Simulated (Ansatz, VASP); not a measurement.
**Al3P2: VASP beside Ansatz**

INCAR

```
PREC     = Accurate       # precision mode
ENCUT    = 600            # plane-wave cutoff, eV
EDIFF    = 1E-7           # SCF threshold, eV
ISMEAR   = 0              # smearing method
SIGMA    = 0.1            # smearing width, eV
LREAL    = False          # projectors in reciprocal space
LASPH    = True           # aspherical terms in the spheres
NELM     = 100            # most SCF steps
ALGO     = Normal         # electronic algorithm
ISIF     = 3              # what is computed and relaxed
LWAVE    = False          # write WAVECAR
LCHARG   = False          # write CHGCAR
GGA      = PE             # functional
IBRION   = 2              # ionic algorithm
NSW      = 100            # ionic steps
EDIFFG   = -0.01          # ionic threshold
```

File KPOINTS:

```
Automatic mesh
0
Gamma
  12 12 12
```

Contents of POSCAR:

```
Al3P2
1.0
    1.8048129707      1.0420092545      7.6847190659
   -1.8048129707      1.0420092545      7.6847190659
    0.0000000000     -2.0840185090      7.6847190659
Al P
3 2
Direct
    0.0000000000      0.0000000000      0.0000000000
    0.2108983760      0.2108983760      0.2108983760
    0.7891016240      0.7891016240      0.7891016240
    0.3974407074      0.3974407074      0.3974407074
    0.6025592926      0.6025592926      0.6025592926
```

Input for Ansatz:

```yaml
crystal:
  lattice:
    - [1.8048129707, 1.0420092545, 7.6847190659]
    - [-1.8048129707, 1.0420092545, 7.6847190659]
    - [0.0, -2.084018509, 7.6847190659]
  atoms:
    - { symbol: Al, position: [0.0, 0.0, 0.0] }
    - { symbol: Al, position: [0.210898376, 0.210898376, 0.210898376] }
    - { symbol: Al, position: [0.789101624, 0.789101624, 0.789101624] }
    - { symbol: P, position: [0.3974407074, 0.3974407074, 0.3974407074] }
    - { symbol: P, position: [0.6025592926, 0.6025592926, 0.6025592926] }
basis:
  ecutwfc: 420
kpoints:
  mp_grid: { grid: [12, 12, 12] }
hamiltonian:
  xc: pbe
scf:
  occupations: { method: gaussian, width: 0.1 }
output:
  forces: true
  stress: true
  eigenvalues: true
relax:
  adjacent_minimum: "off"
  f_tol: 0.01
  max_steps: 80
  cell: { stress_tol: 0.05 }
```

Change from the starting cell: species swapped into the Bi2Se3 type (R-3m, No. 166).

Alike in both runs: task relaxation of cell and atoms; functional PBE; k mesh 12 × 12 × 12; occupations gaussian, width 0.1 eV; no spin polarisation.

```csv
,VASP,Ansatz
version,VASP 6.6.1,Ansatz 0.2.0
potentials or method,"VASP PAW PBE potentials, release 64 (Al, P), cutoff 600 eV","scalar-relativistic, plane waves, PAW"
valence electrons in the cell,19,19
```

```tsv
	VASP	Ansatz	Ansatz less VASP
gap on the k mesh at the Fermi level, each at its own relaxed structure (eV)	none	none	-
relaxed volume (Å³/atom)	17.32	17.34	+0.014
relaxed cell length with the largest relative difference (Å)	8.028	8.030	+0.0023
```

A gap of «none» marks a metal or a gap that the smearing closes.
